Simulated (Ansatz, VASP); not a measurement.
## Li2Se in VASP and in Ansatz

```
CELL_PARAMETERS angstrom
0.00000 2.99352 2.99352
2.99352 0.00000 2.99352
2.99352 2.99352 0.00000
ATOMIC_POSITIONS crystal
Se 0.00000 0.00000 0.00000
Li 0.25000 0.25000 0.25000
Li 0.75000 0.75000 0.75000
```

Alike in both runs: task single point; functional PBEsol; k mesh 4 × 4 × 4; no spin polarisation.

|  | VASP | Ansatz |
| --- | --- | --- |
| version | VASP 6.6.1 | Ansatz 0.2.0 |
| potentials or method | VASP PAW PBE potentials, release 64 (Se, Li_sv) | plane waves, PAW |
| plane-wave cutoff (eV) | 750 | 420 |
| occupations | gaussian, width 0.01 eV | fixed |
| valence electrons in the cell | 12 | 22 |

```tsv
	VASP	Ansatz	Ansatz less VASP
gap on the k mesh at the Fermi level (eV)	2.82	2.83	+0.007
```

VASP's potentials were made for PBE, not for PBEsol. VASP's potentials hold 12 valence electrons a cell and Ansatz's 22, so a difference there can come from the potentials and not from the codes.

The k mesh is coarse, so the values compare programs but aren't converged.
